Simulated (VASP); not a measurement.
# YbW2 (Fd-3m) in VASP: further runs

YbW2 is run at these levels: r2SCAN; tasks: single point.

All numbers are computed with VASP 6.6.1; they aren't measurements. Logs are shortened: lines on timing, memory, paths and dates and some standing lists are left out, and cuts for length are marked.

## (1) The cell of the first run

Symmetry: Fd-3m, No. 227, cubic system. The conventional cell has a = 7.760 Å, b = 7.760 Å, c = 7.760 Å, α = 90.00°, β = 90.00°, γ = 90.00°. W (site symmetry -3m) has 6 W at 2.74 Å and 6 Yb at 3.22 Å within 3.6 Å. Within 4.2 Å of Yb (site symmetry -43m) lie 12 W at 3.22 Å and 4 Yb at 3.36 Å.

## (2) Single point, r2SCAN

Input file POSCAR:

```
YbW2
1.0
    0.0000000000      3.8800018762      3.8800018762
    3.8800018762      0.0000000000      3.8800018762
    3.8800018762      3.8800018762      0.0000000000
W Yb
4 2
Direct
    0.6250000000      0.6250000000      0.6250000000
    0.1250000000      0.6250000000      0.6250000000
    0.6250000000      0.6250000000      0.1250000000
    0.6250000000      0.1250000000      0.6250000000
    0.0000000000      0.0000000000      0.0000000000
    0.2500000000      0.2500000000      0.2500000000
```

Input file INCAR.step1:

```
  ALGO = Normal
  EDIFF = 1E-4
  ENCUT = 520
  GGA = PE
  ISMEAR = -1
  LASPH = True
  LCHARG = False
  LREAL = False
  LWAVE = True
  NBANDS = 61
  NELM = 100
  PREC = Accurate
  SIGMA = 0.1
```

Input file INCAR.step2:

```
  ALGO = Normal
  EDIFF = 1E-7
  ENCUT = 520
  ISIF = 2
  ISMEAR = -1
  ISTART = 1
  LASPH = True
  LCHARG = True
  LELF = True
  LMIXTAU = True
  LREAL = False
  LVHAR = True
  LWAVE = False
  METAGGA = R2SCAN
  NBANDS = 61
  NELM = 100
  PREC = Accurate
  SIGMA = 0.1
```

Input file KPOINTS:

```
k-points
0
Gamma
  4 4 4
```

Potentials or basis: VASP PAW PBE potentials, release 64 (W_sv, Yb).

Command:

```sh
cat potpaw_PBE.64/W_sv/POTCAR potpaw_PBE.64/Yb/POTCAR > POTCAR
cp INCAR.step1 INCAR
mpirun -np 1 vasp_std > vasp.out
cp INCAR.step2 INCAR
mpirun -np 1 vasp_std > vasp.out
```

OUTCAR:

```text
EDIFF = 1E-7
   ENCUT = 520
   ISIF = 2
   ISMEAR = -1
   ISTART = 1
   LASPH = True
   LREAL = False
   METAGGA = R2SCAN
   NELM = 100
   PREC = Accurate

 ion  position               nearest neighbor table
   1  0.625  0.625  0.625-   2 2.74   3 2.74   4 2.74   3 2.74   4 2.74   2 2.74   6 3.22   5 3.22
                             6 3.22   5 3.22   6 3.22   5 3.22
   2  0.125  0.625  0.625-   1 2.74   3 2.74   4 2.74   1 2.74   3 2.74   4 2.74   5 3.22   6 3.22
                             5 3.22   5 3.22   6 3.22   6 3.22
   3  0.625  0.625  0.125-   1 2.74   1 2.74   2 2.74   4 2.74   4 2.74   2 2.74   6 3.22   5 3.22
                             6 3.22   5 3.22   6 3.22   5 3.22
   4  0.625  0.125  0.625-   1 2.74   3 2.74   1 2.74   2 2.74   3 2.74   2 2.74   5 3.22   6 3.22
                             5 3.22   6 3.22   6 3.22   5 3.22
   5  0.000  0.000  0.000-   1 3.22   3 3.22   4 3.22   1 3.22   2 3.22   3 3.22   1 3.22   2 3.22
                             4 3.22   2 3.22   3 3.22   4 3.22   6 3.36   6 3.36   6 3.36   6 3.36
   6  0.250  0.250  0.250-   2 3.22   3 3.22   4 3.22   1 3.22   2 3.22   4 3.22   1 3.22   2 3.22
                             3 3.22   1 3.22   3 3.22   4 3.22   5 3.36   5 3.36   5 3.36   5 3.36

  LATTYP: Found a face centered cubic cell.
 ALAT       =     7.7600037524

  Lattice vectors:

 A1 = (   0.0000000000,   3.8800018762,   3.8800018762)
 A2 = (   3.8800018762,   0.0000000000,   3.8800018762)
 A3 = (   3.8800018762,   3.8800018762,   0.0000000000)

Analysis of symmetry for initial positions (statically):
=====================================================================
 Subroutine PRICEL returns:
 Original cell was already a primitive cell.

 Routine SETGRP: Setting up the symmetry group for a
 face centered cubic supercell.

 Subroutine GETGRP returns: Found 48 space group operations
 (whereof 24 operations were pure point group operations)
 out of a pool of 48 trial point group operations.

The static configuration has the point symmetry T_d .
 The point group associated with its full space group is O_h .

Analysis of symmetry for dynamics (positions and initial velocities):
=====================================================================
 Subroutine PRICEL returns:
 Original cell was already a primitive cell.

 Routine SETGRP: Setting up the symmetry group for a
 face centered cubic supercell.

 Subroutine GETGRP returns: Found 48 space group operations
 (whereof 24 operations were pure point group operations)
 out of a pool of 48 trial point group operations.

The dynamic configuration has the point symmetry T_d .
 The point group associated with its full space group is O_h .

 Subroutine INISYM returns: Found 48 space group operations
 (whereof 24 operations are pure point group operations),
 and found     1 'primitive' translations

----------------------------------------------------------------------------------------

                                     Primitive cell

  volume of cell :     116.8223

  direct lattice vectors                    reciprocal lattice vectors
     0.000000000  3.880001876  3.880001876    -0.128865917  0.128865917  0.128865917
     3.880001876  0.000000000  3.880001876     0.128865917 -0.128865917  0.128865917
     3.880001876  3.880001876  0.000000000     0.128865917  0.128865917 -0.128865917

  length of vectors
     5.487151275  5.487151275  5.487151275     0.223202316  0.223202316  0.223202316

  position of ions in fractional coordinates (direct lattice)
     0.625000000  0.625000000  0.625000000
     0.125000000  0.625000000  0.625000000
     0.625000000  0.625000000  0.125000000
     0.625000000  0.125000000  0.625000000
     0.000000000  0.000000000  0.000000000
     0.250000000  0.250000000  0.250000000

  ion indices of the primitive-cell ions
   primitive index   ion index
                 1           1
                 2           2
                 3           3
                 4           4
                 5           5
                 6           6

----------------------------------------------------------------------------------------

 KPOINTS: k-points

Automatic generation of k-mesh.
 Grid dimensions read from file:
 generate k-points for:    4    4    4

 Generating k-lattice:

  Cartesian coordinates                     Fractional coordinates (reciprocal lattice)
    -0.032216479  0.032216479  0.032216479     0.250000000  0.000000000  0.000000000
     0.032216479 -0.032216479  0.032216479     0.000000000  0.250000000  0.000000000
     0.032216479  0.032216479 -0.032216479     0.000000000  0.000000000  0.250000000

  Length of vectors
     0.055800579  0.055800579  0.055800579

  Shift w.r.t. Gamma in fractional coordinates (k-lattice)
     0.000000000  0.000000000  0.000000000

 Subroutine IBZKPT returns following result:
 ===========================================

 Found      8 irreducible k-points:

 Following reciprocal coordinates:
            Coordinates               Weight
  0.000000  0.000000  0.000000      1.000000
  0.250000  0.000000  0.000000      8.000000
  0.500000  0.000000  0.000000      4.000000
  0.250000  0.250000  0.000000      6.000000
  0.500000  0.250000  0.000000     24.000000
 -0.250000  0.250000  0.000000     12.000000
  0.500000  0.500000  0.000000      3.000000
 -0.250000  0.500000  0.250000      6.000000
   k-points           NKPTS =      8   k-points in BZ     NKDIM =      8   number of bands    NBANDS=     61
   number of dos      NEDOS =    301   number of ions     NIONS =      6
   total plane-waves  NPLWV =  74088
   dimension x,y,z NGX =    42 NGY =   42 NGZ =   42
   dimension x,y,z NGXF=    84 NGYF=   84 NGZF=   84
   ions per type =               4   2
   NGX,Y,Z   is equivalent  to a cutoff of  12.72, 12.72, 12.72 a.u.
   NGXF,Y,Z  is equivalent  to a cutoff of  25.45, 25.45, 25.45 a.u.
 SYSTEM =  unknown system
   PREC   = accura    normal or accurate (medium, high low for compatibility)
   ISTART =      1    job   : 0-new  1-cont  2-samecut
   ICHARG =      0    charge: 1-file 2-atom 10-const
   ISPIN  =      1    spin polarized calculation?
   LNONCOLLINEAR =      F non collinear calculations
   LSORBIT =      F    spin-orbit coupling
   LASPH  =      T    aspherical Exc in radial PAW
   ENCUT  =  520.0 eV  38.22 Ry    6.18 a.u.  10.20 10.20 10.20*2*pi/ulx,y,z
   NELM   =    100;   NELMIN=  2; NELMDL=  0     # of ELM steps
   EDIFF  = 0.1E-06   stopping-criterion for ELM
   LREAL  =      F    real-space projection
   EDIFFG = 0.1E-05   stopping-criterion for IOM
   NSW    =      0    number of steps for IOM
   IBRION =     -1    ionic relax: 0-MD 1-quasi-New 2-CG
   NFREE  =      0    steps in history (QN), initial steepest desc. (CG)
   ISIF   =      2    stress and relaxation
   ISYM   =      2    0-nonsym 1-usesym 2-fastsym
   POTIM  = 0.5000    time-step for ionic-motion
   TEBEG  =    0.0;   TEEND  =   0.0 temperature during run
   PSTRESS=    0.0 pullay stress
   NELECT =     104.0000    total number of electrons
   NUPDOWN=      -1.0000    fix difference up-down
   EMIN   =  10.00;   EMAX   =-10.00  energy-range for DOS
   EFERMI =   0.00;   METHOD = LEGACY
   ISMEAR =    -1;   SIGMA  =   0.10  broadening in eV -4-tet -1-fermi 0-gaus
   EFERMI_NEDOS =   21; number of points for ismear=-14 and -15
   IALGO  =     38    algorithm
   IMIX   =      4    mixing-type and parameters
     AMIX     =   0.40;   BMIX     =  1.00
     AMIX_MAG =   1.60;   BMIX_MAG =  1.00
  volume/ion in A,a.u.               =      19.47       131.39
  Fermi-wavevector in a.u.,A,eV,Ry     =   1.574867  2.976068 33.745272  2.480208
  Thomas-Fermi vector in A             =   2.675937
   LORBIT       =      0    0 simple, 1 ext, 2 COOP (PROOUT), +10 PAW based schemes
   METAGGA = R2SCAN    functional components
   LHFCALC =     F    Hartree Fock is set to
   AEXX    =    0.0000 exact exchange contribution
   IVDW    =     0    specifies the selected vdW correction
   LEPSILON=     F    determine dielectric tensor
   LRPA    =     F    only Hartree local field effects (RPA)
 non-spin polarized calculation
  energy-cutoff  :      520.00
  volume of cell :      116.82
 maximum number of plane-waves:      3156
 NGX is ok and might be reduce to    42
   NGX = 21   NGY = 21   NGZ = 21

 number of electron     104.0000009 magnetization

 Free energy of the ion-electron system (eV)
  ---------------------------------------------------
  ext. energy  EPLUGINS =         0.00000000
  ---------------------------------------------------
  free energy    TOTEN  =      -274.46089101 eV

  energy without entropy =     -274.01950833  energy(sigma->0) =     -274.24019967

 E-fermi :   6.4485     XC(G=0): -13.5041

 val. band max:        6.3681468716   @ k =   0.5000   0.2500   0.0000
 cond. band min:       6.5552367430   @ k =  -0.2500   0.2500   0.0000
 fundamental gap:      0.1870898714
 Fermi energy:         6.4484673474

 k-point     1 :       0.0000    0.0000    0.0000
  band No.  band energies     occupation
      1     -68.7501      2.00000
      2     -68.6188      2.00000
      3     -68.6188      2.00000
      4     -68.6188      2.00000
      5     -46.1892      2.00000
      6     -46.1476      2.00000
[... 53 lines left out ...]
     60       9.1689      0.00000
     61       9.1689      0.00000

 k-point     2 :       0.2500    0.0000    0.0000
  band No.  band energies     occupation
      1     -68.7364      2.00000
      2     -68.6327      2.00000
      3     -68.6188      2.00000
      4     -68.6188      2.00000
      5     -46.1850      2.00000
      6     -46.1520      2.00000
[... 53 lines left out ...]
     60       9.0965      0.00000
     61       9.5467      0.00000

 k-point     3 :       0.5000    0.0000    0.0000
  band No.  band energies     occupation
      1     -68.7174      2.00000
      2     -68.6519      2.00000
      3     -68.6189      2.00000
      4     -68.6189      2.00000
      5     -46.1791      2.00000
      6     -46.1580      2.00000
[... 309 lines left out ...]
     60       9.2936      0.00000
     61       9.3012      0.00000

 k-point     8 :      -0.2500    0.5000    0.2500
  band No.  band energies     occupation
      1     -68.6847      2.00000
      2     -68.6847      2.00000
      3     -68.6188      2.00000
      4     -68.6188      2.00000
      5     -46.1687      2.00000
      6     -46.1687      2.00000
[... 53 lines left out ...]
     60       9.9088      0.00000
     61      10.4766      0.00000

------------------------ aborting loop because EDIFF is reached ----------------------------------------

  FORCE on cell =-STRESS in cart. coord.  units (eV):
  Direction    XX          YY          ZZ          XY          YZ          ZX
  --------------------------------------------------------------------------------------
  -------------------------------------------------------------------------------------
  Total        0.2603216      0.2603216      0.2603216     -0.0000000      0.0000000      0.0000000
  in kB        3.5702206      3.5702206      3.5702206     -0.0000000      0.0000000      0.0000000
  external PRESSURE =       3.5702206 kB  Pullay stress =       0.0000000 kB

 VOLUME and BASIS-vectors are now :
 -----------------------------------------------------------------------------
  energy-cutoff  :      520.00
  volume of cell :      116.82
      direct lattice vectors                 reciprocal lattice vectors
     0.000000000  3.880001876  3.880001876    -0.128865917  0.128865917  0.128865917
     3.880001876  0.000000000  3.880001876     0.128865917 -0.128865917  0.128865917
     3.880001876  3.880001876  0.000000000     0.128865917  0.128865917 -0.128865917

 POSITION                                       TOTAL-FORCE (eV/Angst)
 -----------------------------------------------------------------------------------
      4.85000      4.85000      4.85000        -0.000000      0.000000      0.000000
      4.85000      2.91000      2.91000        -0.000000      0.000000      0.000000
      2.91000      2.91000      4.85000        -0.000000      0.000000      0.000000
      2.91000      4.85000      2.91000        -0.000000      0.000000      0.000000
      0.00000      0.00000      0.00000        -0.000000     -0.000000     -0.000000
      1.94000      1.94000      1.94000         0.000000     -0.000000      0.000000
 -----------------------------------------------------------------------------------
    total drift:                                0.000000     -0.000000      0.000000

  FREE ENERGIE OF THE ION-ELECTRON SYSTEM (eV)
  ---------------------------------------------------
  free  energy   TOTEN  =      -274.4608910143 eV

  energy  without entropy=     -274.0195083344  energy(sigma->0) =     -274.24019967
```

Run time: 28 min. Hardware: 1 thread of Intel Xeon Platinum 8259CL at 2.50GHz (Skylake/Cascade Lake), shared host; peak memory 0.32 GiB.

What came out:

| Item | Value |
| --- | --- |
| Free energy | -274.4609 eV |
| Pressure | 0.4 GPa |
| Band gap on the k mesh | zero (bands 52 and 53 overlap by 1.40 eV) |

Caveat: the PAW data sets were made with another functional, which shifts forces and pressure a little; spin-orbit coupling is left out, which moves the levels of the heavy elements. Spin polarisation is off, so any magnetic state and its effect on volume and gap are missing.

## (3) Single point, r2SCAN

Changes to POSCAR since step 2:

```diff
@@ -2,5 +2,5 @@
 1.0
-    0.0000000000      3.8800018762      3.8800018762
-    3.8800018762      0.0000000000      3.8800018762
-    3.8800018762      3.8800018762      0.0000000000
+    0.0000000000      3.8799550889      3.8799550889
+    3.8799550889      0.0000000000      3.8799550889
+    3.8799550889      3.8799550889      0.0000000000
 W Yb
```

Input file INCAR.step1:

```
ALGO = Normal
EDIFF = 1E-4
ENCUT = 520
GGA = PE
ISMEAR = -1
LASPH = T
LCHARG = F
LREAL = F
LWAVE = T
NBANDS = 61
NELM = 100
PREC = Accurate
SIGMA = 0.1
```

Input file INCAR.step2:

```
ALGO = Normal
EDIFF = 1E-6
ENCUT = 520
ISIF = 2
ISMEAR = -1
ISTART = 1
LASPH = T
LCHARG = F
LMIXTAU = T
LREAL = F
LWAVE = F
METAGGA = R2SCAN
NBANDS = 61
NELM = 100
PREC = Accurate
SIGMA = 0.1
```

KPOINTS is that of step 2.

Potentials or basis: VASP PAW PBE potentials, release 64 (W_sv, Yb).

Command:

```sh
cat potpaw_PBE.64/W_sv/POTCAR potpaw_PBE.64/Yb/POTCAR > POTCAR
cp INCAR.step1 INCAR
mpirun -np 1 vasp_std > vasp.out
cp INCAR.step2 INCAR
mpirun -np 1 vasp_std > vasp.out
```

Wall time 13 min (1 thread of Intel Xeon Platinum 8259CL at 2.50GHz (Skylake/Cascade Lake), shared host); peak memory 0.31 GiB.

Results (log left out):

- Free energy: -274.4609 eV
- Pressure: 0.5 GPa
- Band gap on the k mesh: zero (bands 52 and 53 overlap by 1.40 eV)

Levels at points of the mesh, in eV from the Fermi level:
```
           k point  band 48  band 49  band 50  band 51  band 52  band 53  band 54  band 55  band 56  band 57
(0.00, 0.00, 0.00)    -0.40     0.79     0.79     1.07     1.07     1.07     2.19     2.19     2.19     2.63
(0.50, 0.00, 0.00)    -0.39    -0.38    -0.38    -0.35    -0.35    -0.33    -0.33     2.53     2.53     2.53
(0.50, 0.50, 0.00)    -0.39    -0.35    -0.35    -0.26    -0.26    -0.21    -0.21     0.19     0.19     2.82
```

Caveat: the PAW data sets were made with another functional, which shifts forces and pressure a little; spin-orbit coupling is left out, which moves the levels of the heavy elements. Spin polarisation is off, so any magnetic state and its effect on volume and gap are missing.
